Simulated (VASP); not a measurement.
# La (P6/mmm) in VASP: further runs

La is run at these levels: PBE; tasks: single point.

Program: VASP 6.6.1. These are calculated values, not measurements. Logs are shortened: lines on timing, memory, paths and dates and some standing lists are left out, and cuts for length are marked.

### 1 The cell of the first run

It takes space group P6/mmm (No. 191, hexagonal). The conventional cell has a = 2.838 Å, b = 2.838 Å, c = 2.657 Å, α = 90.00°, β = 90.00°, γ = 120.00°. Within 3.5 Å of La (site symmetry 6/mmm) lie 8 La at 2.66 to 2.84 Å.

This isn't the form of La at room conditions, which is double hcp.

### 2 Single point, PBE

The input, INCAR:

```
SYSTEM = La
ALGO = Normal
EDIFF = 1E-6
ENCUT = 520
GGA = PE
ISIF = 2
ISMEAR = -1
LASPH = .TRUE.
LCHARG = .TRUE.
LELF = .TRUE.
LREAL = .FALSE.
LVHAR = .TRUE.
LWAVE = .FALSE.
NBANDS = 12
NELM = 100
PREC = Accurate
SIGMA = 0.05
```

The input, KPOINTS:

```
k-points
0
G
  15 15 14
  0 0 0
```

The input, POSCAR:

```
La
1.0
    2.8378387203      0.0000000000      0.0000000000
   -1.4189193601      2.4576404236      0.0000000000
    0.0000000000      0.0000000000      2.6574997052
La
1
Direct
    0.0000000000      0.0000000000      0.0000000000
```

Potentials or basis: VASP PAW PBE potentials, release 64 (La).

Run with:

```
> cat potpaw_PBE.64/La/POTCAR > POTCAR
> mpirun -np 1 vasp_std > vasp.out
```

OUTCAR:

```text
SYSTEM = La
   EDIFF = 1E-6
   ENCUT = 520
   GGA = PE
   ISIF = 2
   ISMEAR = -1
   LASPH = .TRUE.
   LREAL = .FALSE.
   NELM = 100
   PREC = Accurate

 ion  position               nearest neighbor table
   1  0.000  0.000  0.000-

  LATTYP: Found a hexagonal cell.
 ALAT       =     2.8378387203
 C/A-ratio  =     0.9364519859

  Lattice vectors:

 A1 = (   2.8378387203,   0.0000000000,   0.0000000000)
 A2 = (  -1.4189193601,   2.4576404236,   0.0000000000)
 A3 = (   0.0000000000,   0.0000000000,   2.6574997052)

Analysis of symmetry for initial positions (statically):
=====================================================================
 Subroutine PRICEL returns:
 Original cell was already a primitive cell.

 Routine SETGRP: Setting up the symmetry group for a
 hexagonal supercell.

 Subroutine GETGRP returns: Found 24 space group operations
 (whereof 24 operations were pure point group operations)
 out of a pool of 24 trial point group operations.

The static configuration has the point symmetry D_6h.

Analysis of symmetry for dynamics (positions and initial velocities):
=====================================================================
 Subroutine PRICEL returns:
 Original cell was already a primitive cell.

 Routine SETGRP: Setting up the symmetry group for a
 hexagonal supercell.

 Subroutine GETGRP returns: Found 24 space group operations
 (whereof 24 operations were pure point group operations)
 out of a pool of 24 trial point group operations.

The dynamic configuration has the point symmetry D_6h.

 Subroutine INISYM returns: Found 24 space group operations
 (whereof 24 operations are pure point group operations),
 and found     1 'primitive' translations

----------------------------------------------------------------------------------------

                                     Primitive cell

  volume of cell :      18.5344

  direct lattice vectors                    reciprocal lattice vectors
     2.837838720  0.000000000  0.000000000     0.352380843  0.203447174  0.000000000
    -1.418919360  2.457640424  0.000000000     0.000000000  0.406894349  0.000000000
     0.000000000  0.000000000  2.657499705     0.000000000  0.000000000  0.376293551

  length of vectors
     2.837838720  2.837838720  2.657499705     0.406894349  0.406894349  0.376293551

  position of ions in fractional coordinates (direct lattice)
     0.000000000  0.000000000  0.000000000

  ion indices of the primitive-cell ions
   primitive index   ion index
                 1           1

[... 81 lines left out ...]
   PSTRESS=    0.0 pullay stress
   NELECT =      11.0000    total number of electrons
   NUPDOWN=      -1.0000    fix difference up-down
   EMIN   =  10.00;   EMAX   =-10.00  energy-range for DOS
   EFERMI =   0.00;   METHOD = LEGACY
   ISMEAR =    -1;   SIGMA  =   0.05  broadening in eV -4-tet -1-fermi 0-gaus
   EFERMI_NEDOS =   21; number of points for ismear=-14 and -15
   IALGO  =     38    algorithm
   IMIX   =      4    mixing-type and parameters
     AMIX     =   0.40;   BMIX     =  1.00
     AMIX_MAG =   1.60;   BMIX_MAG =  1.00
  volume/ion in A,a.u.               =      18.53       125.08
  Fermi-wavevector in a.u.,A,eV,Ry     =   1.375770  2.599829 25.752349  1.892744
  Thomas-Fermi vector in A             =   2.501076
   LORBIT       =      0    0 simple, 1 ext, 2 COOP (PROOUT), +10 PAW based schemes
   GGA     = PE    functional components
   LHFCALC =     F    Hartree Fock is set to
   AEXX    =    0.0000 exact exchange contribution
   IVDW    =     0    specifies the selected vdW correction
   LEPSILON=     F    determine dielectric tensor
   LRPA    =     F    only Hartree local field effects (RPA)
 non-spin polarized calculation
  energy-cutoff  :      520.00
  volume of cell :       18.53
 maximum number of plane-waves:       513
 NGX is ok and might be reduce to    24
   NGX = 11   NGY = 11   NGZ =  9

 number of electron      10.9999999 magnetization

 Free energy of the ion-electron system (eV)
  ---------------------------------------------------
  ext. energy  EPLUGINS =         0.00000000
  ---------------------------------------------------
  free energy    TOTEN  =        -2.68350195 eV

  energy without entropy =       -2.67349389  energy(sigma->0) =       -2.67849792

 E-fermi :  16.8531     XC(G=0): -12.7365

 val. band max:       16.8083981204   @ k =   0.0667   0.0667   0.2143
 cond. band min:      16.8558186436   @ k =   0.0667   0.0667   0.4286
 fundamental gap:      0.0474205232
 Fermi energy:        16.8530663769

 k-point     1 :       0.0000    0.0000    0.0000
  band No.  band energies     occupation
      1     -17.3943      2.00000
      2       3.8428      2.00000
      3       3.9912      2.00000
      4       3.9912      2.00000
      5      14.2333      2.00000
      6      16.6480      1.96743
      7      17.7765      0.00000
      8      18.8648      0.00000
      9      18.8648      0.00000
     10      20.5916      0.00000
     11      20.5916      0.00000
     12      20.9439      0.00000
[... 331 lines left out ...]
 k-point    24 :       0.4000    0.2000    0.0000
  band No.  band energies     occupation
      1     -15.2152      2.00000
      2      -3.0218      2.00000
      3      -0.2049      2.00000
      4       5.3475      2.00000
      5      16.5598      1.99434
      6      18.4768      0.00000
      7      18.5582      0.00000
      8      19.3887      0.00000
      9      20.5278      0.00000
     10      20.6213      0.00000
     11      20.8817      0.00000
     12      21.3859      0.00000

 [... further k-points ...]

------------------------ aborting loop because EDIFF is reached ----------------------------------------

  FORCE on cell =-STRESS in cart. coord.  units (eV):
  Direction    XX          YY          ZZ          XY          YZ          ZX
  --------------------------------------------------------------------------------------
  -------------------------------------------------------------------------------------
  Total        7.5456752      7.5456752      7.4856280      0.0000000     -0.0000000      0.0000000
  in kB      652.2730152    652.2730152    647.0823401      0.0000000     -0.0000000      0.0000000
  external PRESSURE =     650.5427902 kB  Pullay stress =       0.0000000 kB

 VOLUME and BASIS-vectors are now :
 -----------------------------------------------------------------------------
  energy-cutoff  :      520.00
  volume of cell :       18.53
      direct lattice vectors                 reciprocal lattice vectors
     2.837838720  0.000000000  0.000000000     0.352380843  0.203447174  0.000000000
    -1.418919360  2.457640424  0.000000000     0.000000000  0.406894349  0.000000000
     0.000000000  0.000000000  2.657499705     0.000000000  0.000000000  0.376293551

 POSITION                                       TOTAL-FORCE (eV/Angst)
 -----------------------------------------------------------------------------------
      0.00000      0.00000      0.00000         0.000000      0.000000      0.000000
 -----------------------------------------------------------------------------------
    total drift:                                0.000000      0.000000      0.000000

  FREE ENERGIE OF THE ION-ELECTRON SYSTEM (eV)
  ---------------------------------------------------
  free  energy   TOTEN  =        -2.6835019489 eV

  energy  without entropy=       -2.6734938886  energy(sigma->0) =       -2.67849792
```

OSZICAR:

```text
N       E                     dE             d eps       ncg     rms          rms(c)
DAV:   1     0.753150936641E+02    0.75315E+02   -0.39554E+03  5688   0.137E+03
DAV:   2     0.189899005853E+01   -0.73416E+02   -0.68081E+02  6028   0.204E+02
DAV:   3    -0.273189802818E+01   -0.46309E+01   -0.43621E+01  7764   0.731E+01
DAV:   4    -0.290589777912E+01   -0.17400E+00   -0.17242E+00  9276   0.104E+01
DAV:   5    -0.291333926548E+01   -0.74415E-02   -0.74311E-02  8340   0.187E+00    0.906E+00
DAV:   6    -0.276037622981E+01    0.15296E+00   -0.18455E-02  8248   0.130E+00    0.544E+00
DAV:   7    -0.268146798028E+01    0.78908E-01   -0.67437E-02  6520   0.257E+00    0.206E-01
DAV:   8    -0.268284208143E+01   -0.13741E-02   -0.41697E-03  8152   0.618E-01    0.147E-01
DAV:   9    -0.268342971266E+01   -0.58763E-03   -0.11402E-03  7572   0.307E-01    0.543E-02
DAV:  10    -0.268350226763E+01   -0.72555E-04   -0.20331E-04  8844   0.124E-01    0.129E-02
DAV:  11    -0.268350194888E+01    0.31875E-06   -0.45177E-06  7164   0.183E-02
   1 F= -.26835019E+01 E0= -.26784979E+01  d E =-.100081E-01
```

stdout:

```text
POSCAR found type information on POSCAR La
 POSCAR found :  1 types and       1 ions
 scaLAPACK will be used
 LDA part: xc-table for (Slater+PW92), standard interpolation
 POSCAR, INCAR and KPOINTS ok, starting setup
 FFT: planning ... GRIDC
 FFT: planning ... GRID_SOFT
 FFT: planning ... GRID
 WAVECAR not read
 entering main loop
```

It took 18 s on 1 thread of Intel Xeon 6975P-C (Granite Rapids), shared host; peak memory 0.19 GiB.

Results:

- Free energy: -2.6835 eV
- Pressure: 65.1 GPa
- Band gap on the k mesh: zero (an odd number of electrons rules out a gap without spin polarisation)

Stress tensor (GPa, compression positive):
```
65.23  0.00  0.00
 0.00 65.23  0.00
 0.00  0.00 64.71
```

Levels at points of the mesh, in eV from the Fermi level:
```
           k point  band 4  band 5  band 6  band 7  band 8  band 9
(0.00, 0.00, 0.00)  -12.86   -2.62   -0.21    0.92    2.01    2.01
(0.00, 0.00, 0.50)  -11.73    0.78    1.54    2.52    2.92    2.92
```

Caveat: the cell stands under pressure; spin-orbit coupling is left out, which moves the levels of the heavy elements.

### 3 Single point, PBE

The input, INCAR:

```
ALGO = Normal
EDIFF = 1E-6
ENCUT = 520
GGA = PE
ISIF = 2
ISMEAR = -1
LASPH = True
LCHARG = False
LREAL = False
LWAVE = False
NBANDS = 12
NELM = 100
PREC = Accurate
SIGMA = 0.05
```

The input, KPOINTS:

```
k-points
0
Gamma
  15 15 14
```

The input, POSCAR:

```
La
1.0
    2.8368407888      0.0000000000      0.0000000000
   -1.4184203944      2.4567761896      0.0000000000
    0.0000000000      0.0000000000      2.6567985057
La
1
Direct
    0.0000000000      0.0000000000      0.0000000000
```

Potentials or basis: VASP PAW PBE potentials, release 64 (La).

Run with:

```
> cat potpaw_PBE.64/La/POTCAR > POTCAR
> mpirun -np 1 vasp_std > vasp.out
```

OUTCAR:

```text
EDIFF = 1E-6
   ENCUT = 520
   GGA = PE
   ISIF = 2
   ISMEAR = -1
   LASPH = True
   LREAL = False
   NELM = 100
   PREC = Accurate

 ion  position               nearest neighbor table
   1  0.000  0.000  0.000-

  LATTYP: Found a hexagonal cell.
 ALAT       =     2.8368407888
 C/A-ratio  =     0.9365342307

  Lattice vectors:

 A1 = (   2.8368407888,   0.0000000000,   0.0000000000)
 A2 = (  -1.4184203944,   2.4567761896,   0.0000000000)
[... 539 lines left out ...]
     12      21.4066      0.00000

 [... further k-points ...]

------------------------ aborting loop because EDIFF is reached ----------------------------------------

  FORCE on cell =-STRESS in cart. coord.  units (eV):
  Direction    XX          YY          ZZ          XY          YZ          ZX
  --------------------------------------------------------------------------------------
  -------------------------------------------------------------------------------------
  Total        7.5693490      7.5693490      7.5129354     -0.0000000     -0.0000000      0.0000000
  in kB      654.9526970    654.9526970    650.0714019     -0.0000000     -0.0000000      0.0000000
  external PRESSURE =     653.3255986 kB  Pullay stress =       0.0000000 kB

 VOLUME and BASIS-vectors are now :
 -----------------------------------------------------------------------------
  energy-cutoff  :      520.00
  volume of cell :       18.52
      direct lattice vectors                 reciprocal lattice vectors
     2.836840789  0.000000000  0.000000000     0.352504802  0.203518742  0.000000000
    -1.418420394  2.456776190  0.000000000     0.000000000  0.407037484  0.000000000
     0.000000000  0.000000000  2.656798506     0.000000000  0.000000000  0.376392865

 POSITION                                       TOTAL-FORCE (eV/Angst)
 -----------------------------------------------------------------------------------
      0.00000      0.00000      0.00000         0.000000      0.000000      0.000000
 -----------------------------------------------------------------------------------
    total drift:                               -0.000000      0.000000      0.000000

  FREE ENERGIE OF THE ION-ELECTRON SYSTEM (eV)
  ---------------------------------------------------
  free  energy   TOTEN  =        -2.6762044299 eV

  energy  without entropy=       -2.6662009856  energy(sigma->0) =       -2.67120271
```

OSZICAR:

```text
N       E                     dE             d eps       ncg     rms          rms(c)
DAV:   1     0.754685885738E+02    0.75469E+02   -0.39394E+03  5696   0.137E+03
DAV:   2     0.224839382784E+01   -0.73220E+02   -0.67481E+02  5784   0.205E+02
DAV:   3    -0.272807134176E+01   -0.49765E+01   -0.47389E+01  7964   0.738E+01
DAV:   4    -0.289906271082E+01   -0.17099E+00   -0.16964E+00  9340   0.106E+01
DAV:   5    -0.290655625341E+01   -0.74935E-02   -0.74843E-02  8220   0.181E+00    0.908E+00
DAV:   6    -0.275329218597E+01    0.15326E+00   -0.19423E-02  8424   0.131E+00    0.545E+00
DAV:   7    -0.267416616889E+01    0.79126E-01   -0.67091E-02  6444   0.257E+00    0.207E-01
DAV:   8    -0.267552348066E+01   -0.13573E-02   -0.40967E-03  8160   0.614E-01    0.149E-01
DAV:   9    -0.267612939537E+01   -0.60591E-03   -0.11755E-03  7472   0.314E-01    0.547E-02
DAV:  10    -0.267620468676E+01   -0.75291E-04   -0.21294E-04  8972   0.126E-01    0.140E-02
DAV:  11    -0.267620442989E+01    0.25687E-06   -0.49473E-06  6952   0.187E-02
   1 F= -.26762044E+01 E0= -.26712027E+01  d E =-.100034E-01
```

stdout:

```text
POSCAR found type information on POSCAR La
 POSCAR found :  1 types and       1 ions
 scaLAPACK will be used
 LDA part: xc-table for (Slater+PW92), standard interpolation
 POSCAR, INCAR and KPOINTS ok, starting setup
 FFT: planning ... GRIDC
 FFT: planning ... GRID_SOFT
 FFT: planning ... GRID
 WAVECAR not read
 entering main loop
```

Wall time 16 s (1 thread of Intel Xeon 6975P-C (Granite Rapids), shared host); peak memory 0.19 GiB.

Results:

| Property | Result |
| --- | --- |
| Free energy | -2.6762 eV |
| Pressure | 65.3 GPa |
| Band gap on the k mesh | zero (an odd number of electrons rules out a gap without spin polarisation) |

Caveat: the cell stands under pressure; spin-orbit coupling is left out, which moves the levels of the heavy elements.

The gap in the log of VASP goes by the Fermi energy; the results here count the filled bands.